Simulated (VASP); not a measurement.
# Al3GaSb4 (P-43m) in VASP: notebook, part 2 of 2

VASP 6.6.1.

## (3) Single point, PBEsol

This run uses another cell than the first one, of 29.03 Å³/atom, 1.009 times its volume.

The input, INCAR:

```
PREC = Accurate
ENCUT = 520
EDIFF = 1E-6
ISMEAR = 0
SIGMA = 0.02
LREAL = False
LASPH = True
NELM = 100
ALGO = Normal
ISIF = 2
LWAVE = False
LCHARG = False
GGA = PS
NBANDS = 31
```

The input, KPOINTS:

```
Automatic mesh
0
Gamma
  6 6 6
```

The input, POSCAR:

```
Al3GaSb4
1.0
    6.1468412890      0.0000000000      0.0000000000
    0.0000000000      6.1468412890      0.0000000000
    0.0000000000      0.0000000000      6.1468412890
Al Ga Sb
3 1 4
Direct
    0.5000000000      0.5000000000      0.0000000000
    0.5000000000      0.0000000000      0.5000000000
    0.0000000000      0.5000000000      0.5000000000
    0.0000000000      0.0000000000      0.0000000000
    0.7506198078      0.7506198078      0.2493801922
    0.7506198078      0.2493801922      0.7506198078
    0.2493801922      0.7506198078      0.7506198078
    0.2493801922      0.2493801922      0.2493801922
```

Potentials or basis: VASP PAW PBE potentials, release 64 (Al, Ga_d, Sb).

The run is started by

```
> cat potpaw_PBE.64/Al/POTCAR potpaw_PBE.64/Ga_d/POTCAR potpaw_PBE.64/Sb/POTCAR > POTCAR
> mpirun -np 1 vasp_std > vasp.out
```

OUTCAR:

```text
PREC = Accurate
   ENCUT = 520
   EDIFF = 1E-6
   ISMEAR = 0
   LREAL = False
   LASPH = True
   NELM = 100
   ISIF = 2
   GGA = PS

 ion  position               nearest neighbor table
   1  0.500  0.500  0.000-   5 2.66   6 2.66   7 2.66   8 2.66
   2  0.500  0.000  0.500-   5 2.66   6 2.66   7 2.66   8 2.66
   3  0.000  0.500  0.500-   5 2.66   6 2.66   7 2.66   8 2.66
   4  0.000  0.000  0.000-   5 2.66   6 2.66   7 2.66   8 2.66
   5  0.751  0.751  0.249-   4 2.66   2 2.66   3 2.66   1 2.66
   6  0.751  0.249  0.751-   4 2.66   2 2.66   3 2.66   1 2.66
   7  0.249  0.751  0.751-   4 2.66   2 2.66   3 2.66   1 2.66
   8  0.249  0.249  0.249-   4 2.66   2 2.66   3 2.66   1 2.66

  LATTYP: Found a simple cubic cell.
 ALAT       =     6.1468412890

  Lattice vectors:

 A1 = (   6.1468412890,   0.0000000000,   0.0000000000)
 A2 = (   0.0000000000,   6.1468412890,   0.0000000000)
 A3 = (   0.0000000000,   0.0000000000,   6.1468412890)

Analysis of symmetry for initial positions (statically):
=====================================================================
 Subroutine PRICEL returns:
 Original cell was already a primitive cell.

 Routine SETGRP: Setting up the symmetry group for a
 simple cubic supercell.

 Subroutine GETGRP returns: Found 24 space group operations
 (whereof 24 operations were pure point group operations)
 out of a pool of 48 trial point group operations.

The static configuration has the point symmetry T_d .

Analysis of symmetry for dynamics (positions and initial velocities):
=====================================================================
 Subroutine PRICEL returns:
 Original cell was already a primitive cell.

 Routine SETGRP: Setting up the symmetry group for a
 simple cubic supercell.

 Subroutine GETGRP returns: Found 24 space group operations
 (whereof 24 operations were pure point group operations)
 out of a pool of 48 trial point group operations.

The dynamic configuration has the point symmetry T_d .

 Subroutine INISYM returns: Found 24 space group operations
 (whereof 24 operations are pure point group operations),
 and found     1 'primitive' translations

----------------------------------------------------------------------------------------

                                     Primitive cell

  volume of cell :     232.2501

  direct lattice vectors                    reciprocal lattice vectors
     6.146841289  0.000000000  0.000000000     0.162685183  0.000000000  0.000000000
     0.000000000  6.146841289  0.000000000     0.000000000  0.162685183  0.000000000
     0.000000000  0.000000000  6.146841289     0.000000000  0.000000000  0.162685183

  length of vectors
     6.146841289  6.146841289  6.146841289     0.162685183  0.162685183  0.162685183

  position of ions in fractional coordinates (direct lattice)
     0.500000000  0.500000000  0.000000000
     0.500000000  0.000000000  0.500000000
     0.000000000  0.500000000  0.500000000
     0.000000000  0.000000000  0.000000000
[... 41 lines left out ...]

 Following reciprocal coordinates:
            Coordinates               Weight
  0.000000  0.000000  0.000000      1.000000
  0.166667  0.000000  0.000000      6.000000
  0.333333  0.000000  0.000000      6.000000
  0.500000  0.000000  0.000000      3.000000
  0.166667  0.166667  0.000000     12.000000
  0.333333  0.166667  0.000000     24.000000
[... 12 lines left out ...]
  0.500000  0.500000  0.333333      6.000000
  0.500000  0.500000  0.500000      1.000000
   k-points           NKPTS =     20   k-points in BZ     NKDIM =     20   number of bands    NBANDS=     31
   number of dos      NEDOS =    301   number of ions     NIONS =      8
   total plane-waves  NPLWV = 110592
   dimension x,y,z NGX =    48 NGY =   48 NGZ =   48
   dimension x,y,z NGXF=    96 NGYF=   96 NGZF=   96
   ions per type =               3   1   4
   NGX,Y,Z   is equivalent  to a cutoff of  12.98, 12.98, 12.98 a.u.
   NGXF,Y,Z  is equivalent  to a cutoff of  25.96, 25.96, 25.96 a.u.
 SYSTEM =  unknown system
   PREC   = accura    normal or accurate (medium, high low for compatibility)
   ISTART =      0    job   : 0-new  1-cont  2-samecut
   ICHARG =      2    charge: 1-file 2-atom 10-const
   ISPIN  =      1    spin polarized calculation?
   LNONCOLLINEAR =      F non collinear calculations
   LSORBIT =      F    spin-orbit coupling
   LASPH  =      T    aspherical Exc in radial PAW
   ENCUT  =  520.0 eV  38.22 Ry    6.18 a.u.  11.43 11.43 11.43*2*pi/ulx,y,z
   NELM   =    100;   NELMIN=  2; NELMDL= -5     # of ELM steps
   EDIFF  = 0.1E-05   stopping-criterion for ELM
   LREAL  =      F    real-space projection
   EDIFFG = 0.1E-04   stopping-criterion for IOM
   NSW    =      0    number of steps for IOM
   IBRION =     -1    ionic relax: 0-MD 1-quasi-New 2-CG
   NFREE  =      0    steps in history (QN), initial steepest desc. (CG)
   ISIF   =      2    stress and relaxation
   ISYM   =      2    0-nonsym 1-usesym 2-fastsym
   POTIM  = 0.5000    time-step for ionic-motion
   TEBEG  =    0.0;   TEEND  =   0.0 temperature during run
   PSTRESS=    0.0 pullay stress
   NELECT =      42.0000    total number of electrons
   NUPDOWN=      -1.0000    fix difference up-down
   EMIN   =  10.00;   EMAX   =-10.00  energy-range for DOS
   EFERMI =   0.00;   METHOD = LEGACY
   ISMEAR =     0;   SIGMA  =   0.02  broadening in eV -4-tet -1-fermi 0-gaus
   EFERMI_NEDOS =   21; number of points for ismear=-14 and -15
   IALGO  =     38    algorithm
   IMIX   =      4    mixing-type and parameters
     AMIX     =   0.40;   BMIX     =  1.00
     AMIX_MAG =   1.60;   BMIX_MAG =  1.00
  volume/ion in A,a.u.               =      29.03       195.91
  Fermi-wavevector in a.u.,A,eV,Ry     =   0.925776  1.749463 11.661026  0.857061
  Thomas-Fermi vector in A             =   2.051667
   LORBIT       =      0    0 simple, 1 ext, 2 COOP (PROOUT), +10 PAW based schemes
   GGA     = PS    functional components
   LHFCALC =     F    Hartree Fock is set to
   AEXX    =    0.0000 exact exchange contribution
   IVDW    =     0    specifies the selected vdW correction
   LEPSILON=     F    determine dielectric tensor
   LRPA    =     F    only Hartree local field effects (RPA)
 non-spin polarized calculation
 Gauss-broadening in eV      SIGMA  =   0.02
  energy-cutoff  :      520.00
  volume of cell :      232.25
 maximum number of plane-waves:      6302
 NGX is ok and might be reduce to    48
   NGX = 23   NGY = 23   NGZ = 23

 number of electron      42.0000004 magnetization

 Free energy of the ion-electron system (eV)
  ---------------------------------------------------
  ext. energy  EPLUGINS =         0.00000000
  ---------------------------------------------------
  free energy    TOTEN  =       -34.73790437 eV

  energy without entropy =      -34.73790437  energy(sigma->0) =      -34.73790437

 E-fermi :   4.7580     XC(G=0):  -8.8879

 val. band max:        4.6356754781   @ k =   0.0000   0.0000   0.0000
 cond. band min:       5.0605717798   @ k =   0.5000   0.5000   0.5000
 fundamental gap:      0.4248963018
 Fermi energy:         4.7580001851

 k-point     1 :       0.0000    0.0000    0.0000
  band No.  band energies     occupation
      1     -10.1340      2.00000
      2     -10.1340      2.00000
      3     -10.1340      2.00000
      4     -10.0887      2.00000
      5     -10.0887      2.00000
      6      -6.2663      2.00000
[... 669 lines left out ...]
     30       8.3131      0.00000
     31       8.3131      0.00000

------------------------ aborting loop because EDIFF is reached ----------------------------------------

  FORCE on cell =-STRESS in cart. coord.  units (eV):
  Direction    XX          YY          ZZ          XY          YZ          ZX
  --------------------------------------------------------------------------------------
  -------------------------------------------------------------------------------------
  Total        0.3658540      0.3658540      0.3658540      0.0000000      0.0000000      0.0000000
  in kB        2.5238430      2.5238430      2.5238430      0.0000000      0.0000000      0.0000000
  external PRESSURE =       2.5238430 kB  Pullay stress =       0.0000000 kB

 VOLUME and BASIS-vectors are now :
 -----------------------------------------------------------------------------
  energy-cutoff  :      520.00
  volume of cell :      232.25
      direct lattice vectors                 reciprocal lattice vectors
     6.146841289  0.000000000  0.000000000     0.162685183  0.000000000  0.000000000
     0.000000000  6.146841289  0.000000000     0.000000000  0.162685183  0.000000000
     0.000000000  0.000000000  6.146841289     0.000000000  0.000000000  0.162685183

 POSITION                                       TOTAL-FORCE (eV/Angst)
 -----------------------------------------------------------------------------------
      3.07342      3.07342      0.00000         0.000000     -0.000000     -0.000000
      3.07342      0.00000      3.07342         0.000000     -0.000000     -0.000000
      0.00000      3.07342      3.07342         0.000000     -0.000000     -0.000000
      0.00000      0.00000      0.00000         0.000000     -0.000000     -0.000000
      4.61394      4.61394      1.53290         0.012057      0.012057     -0.012057
      4.61394      1.53290      4.61394         0.012057     -0.012057      0.012057
      1.53290      4.61394      4.61394        -0.012057      0.012057      0.012057
      1.53290      1.53290      1.53290        -0.012057     -0.012057     -0.012057
 -----------------------------------------------------------------------------------
    total drift:                                0.000000      0.000000      0.000000

  FREE ENERGIE OF THE ION-ELECTRON SYSTEM (eV)
  ---------------------------------------------------
  free  energy   TOTEN  =       -34.7379043667 eV

  energy  without entropy=      -34.7379043667  energy(sigma->0) =      -34.73790437
```

Run time: 2.4 min. Hardware: 1 thread of Intel Xeon 6975P-C, shared host; peak memory 0.4 GiB.

Results:

- Free energy: -34.7379 eV
- Pressure: 0.3 GPa
- Largest force: 0.021 eV/Å
- Band gap on the k mesh: 0.42 eV, indirect (least direct gap 0.66 eV)

Forces on the atoms (eV/Å):
```
Al   0.000  0.000  0.000
Al   0.000  0.000  0.000
Al   0.000  0.000  0.000
Ga   0.000  0.000  0.000
Sb   0.012  0.012 -0.012
Sb   0.012 -0.012  0.012
Sb  -0.012  0.012  0.012
Sb  -0.012 -0.012 -0.012
```

Levels at points of the mesh, in eV from the valence-band top:
| k point | band 19 | band 20 | band 21 | band 22 | band 23 | band 24 |
| --- | --- | --- | --- | --- | --- | --- |
| (0.00, 0.00, 0.00) | 0.00 | 0.00 | 0.00 | 0.66 | 1.15 | 1.15 |
| (0.50, 0.00, 0.00) | -1.49 | -1.41 | -1.41 | 1.43 | 1.65 | 2.84 |
| (0.50, 0.50, 0.00) | -1.03 | -1.03 | -1.01 | 2.04 | 2.42 | 2.42 |
| (0.50, 0.50, 0.50) | -0.94 | -0.94 | -0.94 | 0.42 | 1.27 | 1.27 |

Caveat: the PAW data sets were made with another functional, which shifts forces and pressure a little; spin-orbit coupling is left out, which moves the levels of the heavy elements. A k mesh can miss the band edges.

## (4) Single point, PBEsol

This run uses another cell than the first one, of 29.03 Å³/atom, 1.009 times its volume.

The input, INCAR:

```
SYSTEM = Al3GaSb4
ALGO = Normal
EDIFF = 1E-6
ENCUT = 520
GGA = PS
ISIF = 2
ISMEAR = 0
LASPH = .TRUE.
LCHARG = .FALSE.
LREAL = .FALSE.
LWAVE = .FALSE.
NBANDS = 31
NELM = 60
PREC = Accurate
SIGMA = 0.01
```

The input, KPOINTS:

```
k-points
0
G
  6 6 6
  0 0 0
```

The input, POSCAR:

```
Al3GaSb4
1.0
    6.1466349856      0.0000000000      0.0000000000
    0.0000000000      6.1466349856      0.0000000000
    0.0000000000      0.0000000000      6.1466349856
Al Ga Sb
3 1 4
Direct
    0.5000000000      0.5000000000      0.0000000000
    0.5000000000      0.0000000000      0.5000000000
    0.0000000000      0.5000000000      0.5000000000
    0.0000000000      0.0000000000      0.0000000000
    0.7506413813      0.7506413813      0.2493586187
    0.7506413813      0.2493586187      0.7506413813
    0.2493586187      0.7506413813      0.7506413813
    0.2493586187      0.2493586187      0.2493586187
```

The run is started by

```
> cat potpaw_PBE.64/Al/POTCAR potpaw_PBE.64/Ga_d/POTCAR potpaw_PBE.64/Sb/POTCAR > POTCAR
> mpirun -np 1 vasp_std > vasp.out
```

Run time: 2.6 min. Hardware: 1 thread of Intel Xeon 6975P-C, shared host; peak memory 0.4 GiB.

Results (log left out):

- Free energy: -34.7379 eV
- Pressure: 0.3 GPa
- Largest force: 0.019 eV/Å
- Band gap on the k mesh: 0.43 eV, indirect (least direct gap 0.66 eV)

Forces on the atoms (eV/Å):
```
Al   0.000  0.000  0.000
Al   0.000  0.000  0.000
Al   0.000  0.000  0.000
Ga   0.000  0.000  0.000
Sb   0.011  0.011 -0.011
Sb   0.011 -0.011  0.011
Sb  -0.011  0.011  0.011
Sb  -0.011 -0.011 -0.011
```

Levels at points of the mesh, in eV from the valence-band top:
```
           k point  band 19  band 20  band 21  band 22  band 23  band 24
(0.00, 0.00, 0.00)     0.00     0.00     0.00     0.66     1.15     1.15
(0.50, 0.00, 0.00)    -1.49    -1.41    -1.41     1.43     1.65     2.84
(0.50, 0.50, 0.00)    -1.03    -1.03    -1.01     2.04     2.42     2.42
(0.50, 0.50, 0.50)    -0.94    -0.94    -0.94     0.43     1.27     1.27
```

Caveat: the PAW data sets were made with another functional, which shifts forces and pressure a little; spin-orbit coupling is left out, which moves the levels of the heavy elements.

## (5) Summary

| cell | k mesh | smearing | gap on the mesh (eV) | pressure (GPa) | largest force (eV/Å) |
| --- | --- | --- | --- | --- | --- |
| a = 6.129 Å, 8 atoms | 4 × 4 × 4 | gaussian 0.1 eV | 0.44 | 0.7 | 0.03 |
| a = 6.147 Å, 8 atoms | 6 × 6 × 6 | gaussian 0.02 eV | 0.42 | 0.3 | 0.02 |
| a = 6.147 Å, 8 atoms | 6 × 6 × 6 | gaussian 0.01 eV | 0.43 | 0.3 | 0.02 |

Alike in all rows: task single point; level PBEsol; potentials or basis VASP PAW PBE potentials, release 64 (Al, Ga_d, Sb); no spin polarisation; cutoff (eV) 520.

Caveats: the PAW data sets were made with another functional, which shifts forces and pressure a little; spin-orbit coupling is left out, which moves the levels of the heavy elements.

Total energies depend on the potentials used, so only differences within one code and one set of settings carry meaning.
